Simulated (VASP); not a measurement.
# Hf2CuSi3 (P-4m2) in VASP: single point with r2SCAN

Aim: the single point of Hf2CuSi3 with r2SCAN.

Everything below comes from runs of VASP 6.6.1. Logs are shortened: lines on timing, memory, paths and dates and some standing lists are left out, and cuts for length are marked.

## (1) The cell of the first run

The structure is tetragonal, space group P-4m2 (No. 115). Conventional cell: a = 3.501 Å, b = 3.501 Å, c = 7.672 Å, α = 90.00°, β = 90.00°, γ = 90.00°. Si (site symmetry -4m2) has 4 Cu at 2.48 Å and 4 Hf at 2.69 Å and 8 Si at 3.41 to 3.50 Å within 3.6 Å. Within 3.6 Å of Si (site symmetry 2mm) lie 5 Hf at 2.63 to 2.70 Å and 10 Si at 3.07 to 3.50 Å and 2 Cu at 3.41 Å. Within 3.6 Å of Cu (site symmetry -4m2) lie 8 Si at 2.48 to 3.41 Å and 4 Hf at 2.69 Å and 4 Cu at 3.50 Å. Within 3.6 Å of Hf (site symmetry 2mm) lie 7 Si at 2.63 to 2.70 Å and 2 Cu at 2.69 Å and 4 Hf at 3.50 Å.

## (2) Single point, r2SCAN

Input file POSCAR:

```
Hf2CuSi3
1.0
    3.5006370000      0.0000000000      0.0000000000
    0.0000000000      3.5006370000      0.0000000000
    0.0000000000      0.0000000000      7.6721040000
Si Cu Hf
3 1 2
Direct
    0.5000000000      0.5000000000      0.0000000000
    0.0000000000      0.5000000000      0.3820000000
    0.5000000000      0.0000000000      0.6180000000
    0.0000000000      0.0000000000      0.0000000000
    0.0000000000      0.5000000000      0.7340000000
    0.5000000000      0.0000000000      0.2660000000
```

Input file INCAR.step1:

```
ALGO = Normal
EDIFF = 1E-4
ENCUT = 520
GGA = PE
ISMEAR = 0
LASPH = True
LCHARG = False
LREAL = False
LWAVE = True
NBANDS = 30
NELM = 60
PREC = Accurate
SIGMA = 0.0211
```

Input file INCAR.step2:

```
ALGO = Normal
EDIFF = 1E-7
ENCUT = 520
ISIF = 2
ISMEAR = 0
ISTART = 1
LASPH = True
LCHARG = True
LELF = True
LMIXTAU = True
LREAL = False
LVHAR = True
LWAVE = False
METAGGA = R2SCAN
NBANDS = 30
NELM = 60
PREC = Accurate
SIGMA = 0.0211
```

Input file KPOINTS:

```
k-points
0
Gamma
  7 7 4
```

Potentials or basis: VASP PAW PBE potentials, release 64 (Si, Cu, Hf_pv).

On the command line:

```bash
$ cat potpaw_PBE.64/Si/POTCAR potpaw_PBE.64/Cu/POTCAR potpaw_PBE.64/Hf_pv/POTCAR > POTCAR
$ cp INCAR.step1 INCAR
$ mpirun -np 1 vasp_std > vasp.out
$ cp INCAR.step2 INCAR
$ mpirun -np 1 vasp_std > vasp.out
```

OUTCAR:

```text
EDIFF = 1E-7
   ENCUT = 520
   ISIF = 2
   ISMEAR = 0
   ISTART = 1
   LASPH = True
   LREAL = False
   METAGGA = R2SCAN
   NELM = 60
   PREC = Accurate

 ion  position               nearest neighbor table
   1  0.500  0.500  0.000-   4 2.48   4 2.48   4 2.48   4 2.48   6 2.69   6 2.69   5 2.69   5 2.69

   2  0.000  0.500  0.382-   6 2.63   6 2.63   6 2.63   6 2.63   5 2.70   3 3.07   3 3.07   3 3.07
                             3 3.07
   3  0.500  0.000  0.618-   5 2.63   5 2.63   5 2.63   5 2.63   6 2.70   2 3.07   2 3.07   2 3.07
                             2 3.07
   4  0.000  0.000  0.000-   1 2.48   1 2.48   1 2.48   1 2.48   5 2.69   6 2.69   6 2.69   5 2.69

   5  0.000  0.500  0.734-   3 2.63   3 2.63   3 2.63   3 2.63   4 2.69   1 2.69   4 2.69   1 2.69
                             2 2.70
   6  0.500  0.000  0.266-   2 2.63   2 2.63   2 2.63   2 2.63   1 2.69   4 2.69   4 2.69   1 2.69
                             3 2.70

  LATTYP: Found a simple tetragonal cell.
 ALAT       =     3.5006370000
 C/A-ratio  =     2.1916308375

  Lattice vectors:

 A1 = (   3.5006370000,   0.0000000000,   0.0000000000)
 A2 = (   0.0000000000,   3.5006370000,   0.0000000000)
 A3 = (   0.0000000000,   0.0000000000,   7.6721040000)

Analysis of symmetry for initial positions (statically):
=====================================================================
 Subroutine PRICEL returns:
 Original cell was already a primitive cell.

 Routine SETGRP: Setting up the symmetry group for a
 simple tetragonal supercell.

 Subroutine GETGRP returns: Found  8 space group operations
 (whereof  8 operations were pure point group operations)
 out of a pool of 16 trial point group operations.

The static configuration has the point symmetry D_2d.

Analysis of symmetry for dynamics (positions and initial velocities):
=====================================================================
 Subroutine PRICEL returns:
 Original cell was already a primitive cell.

 Routine SETGRP: Setting up the symmetry group for a
 simple tetragonal supercell.

 Subroutine GETGRP returns: Found  8 space group operations
 (whereof  8 operations were pure point group operations)
 out of a pool of 16 trial point group operations.

The dynamic configuration has the point symmetry D_2d.

 Subroutine INISYM returns: Found  8 space group operations
 (whereof  8 operations are pure point group operations),
 and found     1 'primitive' translations

----------------------------------------------------------------------------------------

                                     Primitive cell

  volume of cell :      94.0175

  direct lattice vectors                    reciprocal lattice vectors
     3.500637000  0.000000000  0.000000000     0.285662295  0.000000000  0.000000000
     0.000000000  3.500637000  0.000000000     0.000000000  0.285662295  0.000000000
     0.000000000  0.000000000  7.672104000     0.000000000  0.000000000  0.130342342

  length of vectors
     3.500637000  3.500637000  7.672104000     0.285662295  0.285662295  0.130342342

  position of ions in fractional coordinates (direct lattice)
     0.500000000  0.500000000  0.000000000
     0.000000000  0.500000000  0.382000000
     0.500000000  0.000000000  0.618000000
     0.000000000  0.000000000  0.000000000
     0.000000000  0.500000000  0.734000000
     0.500000000  0.000000000  0.266000000

  ion indices of the primitive-cell ions
   primitive index   ion index
                 1           1
                 2           2
                 3           3
                 4           4
                 5           5
                 6           6

----------------------------------------------------------------------------------------

 KPOINTS: k-points

Automatic generation of k-mesh.
 Grid dimensions read from file:
 generate k-points for:    7    7    4

 Generating k-lattice:

  Cartesian coordinates                     Fractional coordinates (reciprocal lattice)
     0.040808899  0.000000000  0.000000000     0.142857143  0.000000000  0.000000000
     0.000000000  0.040808899  0.000000000     0.000000000  0.142857143  0.000000000
     0.000000000  0.000000000  0.032585585     0.000000000  0.000000000  0.250000000

  Length of vectors
     0.040808899  0.040808899  0.032585585

  Shift w.r.t. Gamma in fractional coordinates (k-lattice)
     0.000000000  0.000000000  0.000000000

 Subroutine IBZKPT returns following result:
 ===========================================

 Found     30 irreducible k-points:

 Following reciprocal coordinates:
            Coordinates               Weight
  0.000000  0.000000  0.000000      1.000000
  0.142857  0.000000  0.000000      4.000000
  0.285714  0.000000  0.000000      4.000000
  0.428571  0.000000  0.000000      4.000000
  0.142857  0.142857  0.000000      4.000000
  0.285714  0.142857  0.000000      8.000000
[... 16 lines left out ...]
  0.285714  0.000000  0.500000      4.000000
  0.428571  0.000000  0.500000      4.000000
 [... further k-points ...]
   k-points           NKPTS =     30   k-points in BZ     NKDIM =     30   number of bands    NBANDS=     30
   number of dos      NEDOS =    301   number of ions     NIONS =      6
   total plane-waves  NPLWV =  47040
   dimension x,y,z NGX =    28 NGY =   28 NGZ =   60
   dimension x,y,z NGXF=    56 NGYF=   56 NGZF=  120
   ions per type =               3   1   2
   NGX,Y,Z   is equivalent  to a cutoff of  13.30, 13.30, 13.00 a.u.
   NGXF,Y,Z  is equivalent  to a cutoff of  26.59, 26.59, 26.00 a.u.
 SYSTEM =  unknown system
   PREC   = accura    normal or accurate (medium, high low for compatibility)
   ISTART =      1    job   : 0-new  1-cont  2-samecut
   ICHARG =      0    charge: 1-file 2-atom 10-const
   ISPIN  =      1    spin polarized calculation?
   LNONCOLLINEAR =      F non collinear calculations
   LSORBIT =      F    spin-orbit coupling
   LASPH  =      T    aspherical Exc in radial PAW
   ENCUT  =  520.0 eV  38.22 Ry    6.18 a.u.   6.51  6.51 14.27*2*pi/ulx,y,z
   NELM   =     60;   NELMIN=  2; NELMDL=  0     # of ELM steps
   EDIFF  = 0.1E-06   stopping-criterion for ELM
   LREAL  =      F    real-space projection
   EDIFFG = 0.1E-05   stopping-criterion for IOM
   NSW    =      0    number of steps for IOM
   IBRION =     -1    ionic relax: 0-MD 1-quasi-New 2-CG
   NFREE  =      0    steps in history (QN), initial steepest desc. (CG)
   ISIF   =      2    stress and relaxation
   ISYM   =      2    0-nonsym 1-usesym 2-fastsym
   POTIM  = 0.5000    time-step for ionic-motion
   TEBEG  =    0.0;   TEEND  =   0.0 temperature during run
   PSTRESS=    0.0 pullay stress
   NELECT =      43.0000    total number of electrons
   NUPDOWN=      -1.0000    fix difference up-down
   EMIN   =  10.00;   EMAX   =-10.00  energy-range for DOS
   EFERMI =   0.00;   METHOD = LEGACY
   ISMEAR =     0;   SIGMA  =   0.02  broadening in eV -4-tet -1-fermi 0-gaus
   EFERMI_NEDOS =   21; number of points for ismear=-14 and -15
   IALGO  =     38    algorithm
   IMIX   =      4    mixing-type and parameters
     AMIX     =   0.40;   BMIX     =  1.00
     AMIX_MAG =   1.60;   BMIX_MAG =  1.00
  volume/ion in A,a.u.               =      15.67       105.74
  Fermi-wavevector in a.u.,A,eV,Ry     =   1.261328  2.383565 21.646173  1.590949
  Thomas-Fermi vector in A             =   2.394793
   LORBIT       =      0    0 simple, 1 ext, 2 COOP (PROOUT), +10 PAW based schemes
   METAGGA = R2SCAN    functional components
   LHFCALC =     F    Hartree Fock is set to
   AEXX    =    0.0000 exact exchange contribution
   IVDW    =     0    specifies the selected vdW correction
   LEPSILON=     F    determine dielectric tensor
   LRPA    =     F    only Hartree local field effects (RPA)
 non-spin polarized calculation
 Gauss-broadening in eV      SIGMA  =   0.02
  energy-cutoff  :      520.00
  volume of cell :       94.02
 maximum number of plane-waves:      2581
 NGX is ok and might be reduce to    28
   NGX = 13   NGY = 13   NGZ = 29

 number of electron      43.0000004 magnetization

 Free energy of the ion-electron system (eV)
  ---------------------------------------------------
  ext. energy  EPLUGINS =         0.00000000
  ---------------------------------------------------
  free energy    TOTEN  =      -126.93925770 eV

  energy without entropy =     -126.93795273  energy(sigma->0) =     -126.93860522

 E-fermi :   7.2749     XC(G=0): -12.4314

 val. band max:        7.2733686404   @ k =   0.4286   0.1429   0.0000
 cond. band min:       7.2749064637   @ k =   0.1429   0.1429   0.2500
 fundamental gap:      0.0015378234
 Fermi energy:         7.2748898460

 k-point     1 :       0.0000    0.0000    0.0000
  band No.  band energies     occupation
      1     -23.8628      2.00000
      2     -23.8143      2.00000
      3     -23.5910      2.00000
      4     -23.5910      2.00000
      5     -23.5447      2.00000
      6     -23.5447      2.00000
[... 22 lines left out ...]
     29      11.9484      0.00000
     30      12.0184      0.00000

 k-point     2 :       0.1429    0.0000    0.0000
  band No.  band energies     occupation
      1     -23.8558      2.00000
      2     -23.8121      2.00000
      3     -23.6305      2.00000
      4     -23.5872      2.00000
      5     -23.5855      2.00000
      6     -23.5410      2.00000
[... 22 lines left out ...]
     29      11.6209      0.00000
     30      13.1841      0.00000

 k-point     3 :       0.2857    0.0000    0.0000
  band No.  band energies     occupation
      1     -23.8390      2.00000
      2     -23.8084      2.00000
      3     -23.7179      2.00000
      4     -23.6758      2.00000
      5     -23.5785      2.00000
      6     -23.5325      2.00000
[... 682 lines left out ...]
     29      12.3928      0.00000
     30      13.1947      0.00000

 k-point    24 :       0.4286    0.0000    0.5000
  band No.  band energies     occupation
      1     -23.8212      2.00000
      2     -23.8164      2.00000
      3     -23.7820      2.00000
      4     -23.7449      2.00000
      5     -23.5715      2.00000
      6     -23.5257      2.00000
[... 22 lines left out ...]
     29      12.8534      0.00000
     30      12.8893      0.00000

 [... further k-points ...]

------------------------ aborting loop because EDIFF is reached ----------------------------------------

  FORCE on cell =-STRESS in cart. coord.  units (eV):
  Direction    XX          YY          ZZ          XY          YZ          ZX
  --------------------------------------------------------------------------------------
  -------------------------------------------------------------------------------------
  Total        8.9030893      8.9030893     10.0552336      0.0000000      0.0000000      0.0000000
  in kB      151.7199435    151.7199435    171.3539456      0.0000000      0.0000000      0.0000000
  external PRESSURE =     158.2646109 kB  Pullay stress =       0.0000000 kB

 VOLUME and BASIS-vectors are now :
 -----------------------------------------------------------------------------
  energy-cutoff  :      520.00
  volume of cell :       94.02
      direct lattice vectors                 reciprocal lattice vectors
     3.500637000  0.000000000  0.000000000     0.285662295  0.000000000  0.000000000
     0.000000000  3.500637000  0.000000000     0.000000000  0.285662295  0.000000000
     0.000000000  0.000000000  7.672104000     0.000000000  0.000000000  0.130342342

 POSITION                                       TOTAL-FORCE (eV/Angst)
 -----------------------------------------------------------------------------------
      1.75032      1.75032      0.00000        -0.000000     -0.000000      0.000000
      0.00000      1.75032      2.93074        -0.000000      0.000000      0.016866
      1.75032      0.00000      4.74136        -0.000000      0.000000     -0.016866
      0.00000      0.00000      0.00000         0.000000      0.000000      0.000000
      0.00000      1.75032      5.63132        -0.000000     -0.000000     -0.510581
      1.75032      0.00000      2.04078        -0.000000      0.000000      0.510581
 -----------------------------------------------------------------------------------
    total drift:                               -0.000000     -0.000000     -0.000000

  FREE ENERGIE OF THE ION-ELECTRON SYSTEM (eV)
  ---------------------------------------------------
  free  energy   TOTEN  =      -126.9392577011 eV

  energy  without entropy=     -126.9379527312  energy(sigma->0) =     -126.93860522
```

Wall time 9.6 min (1 thread of Intel Xeon 8259CL, shared host); peak memory 0.27 GiB.

Results:

```
Free energy            : -126.9393 eV
Pressure               : 15.8 GPa
Largest force          : 0.511 eV/Å
Band gap on the k mesh : zero (an odd number of electrons rules out a gap without spin polarisation)
```

Forces in eV/Å, atoms in the order of the input:
```
Si   0.000  0.000  0.000
Si   0.000  0.000  0.017
Si   0.000  0.000 -0.017
Cu   0.000  0.000  0.000
Hf   0.000  0.000 -0.511
Hf   0.000  0.000  0.511
```

Levels at points of the mesh, in eV from the Fermi level:
```tsv
k point	band 18	band 19	band 20	band 21	band 22	band 23	band 24	band 25
(0.00, 0.00, 0.00)	-1.08	-1.08	-0.67	0.33	0.33	2.29	2.59	2.59
(0.00, 0.00, 0.50)	-0.71	-0.71	-0.32	-0.32	-0.01	1.93	3.11	3.11
```

Caveat: the cell stands under pressure; the PAW data sets were made with another functional, which shifts forces and pressure a little; spin-orbit coupling is left out, which moves the levels of the heavy elements.
